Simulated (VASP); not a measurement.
Here is a VASP 6.6.1 calculation.

File POSCAR:

```
TiO2
1.0
    4.5967496901      0.0000000000      0.0000000000
    0.0000000000      4.5967496901      0.0000000000
    0.0000000000      0.0000000000      2.9536714147
Ti O
2 4
Direct
    0.0000000000      0.0000000000      0.0000000000
    0.5000000000      0.5000000000      0.5000000000
    0.3046118010      0.3046118010      0.0000000000
    0.1953881990      0.8046118010      0.5000000000
    0.6953881990      0.6953881990      0.0000000000
    0.8046118010      0.1953881990      0.5000000000
```

INCAR.step1

```
PREC = Accurate
ENCUT = 520
ISMEAR = 0
SIGMA = 0.05
LREAL = False
LASPH = True
NELM = 100
NBANDS = 33
GGA = PE
ALGO = Normal
EDIFF = 1E-4
LWAVE = True
LCHARG = False
```

File INCAR.step2:

```
PREC = Accurate
ENCUT = 520
EDIFF = 1E-7
ISMEAR = 0
SIGMA = 0.05
LREAL = False
LASPH = True
NELM = 100
ALGO = Normal
ISIF = 2
LWAVE = False
LCHARG = False
METAGGA = R2SCAN
LMIXTAU = True
NBANDS = 33
ISTART = 1
```

Contents of KPOINTS:

```
regular mesh
0
Gamma
  6 6 10
```

Potentials or basis: VASP PAW PBE potentials, release 64 (Ti_sv, O).

Run with:

```console
$ cat potpaw_PBE.64/Ti_sv/POTCAR potpaw_PBE.64/O/POTCAR > POTCAR
$ cp INCAR.step1 INCAR
$ mpirun -np 1 vasp_std > vasp.out
$ cp INCAR.step2 INCAR
$ mpirun -np 1 vasp_std > vasp.out
```

Problem. Predict the band gap on the k mesh.

Solution. 2.23 eV.

Problem. Estimate the pressure.

Solution. 1.3 GPa.

Problem. What does it give for the largest force?

Solution. 0.034 eV/Å.

Forces on the atoms (eV/Å):
```
Ti   0.000  0.000  0.000
Ti   0.000  0.000  0.000
O   -0.024 -0.024  0.000
O    0.024 -0.024  0.000
O    0.024  0.024  0.000
O   -0.024  0.024  0.000
```

Caveat: the PAW data sets were made with another functional, which shifts forces and pressure a little. A k mesh can miss the band edges.
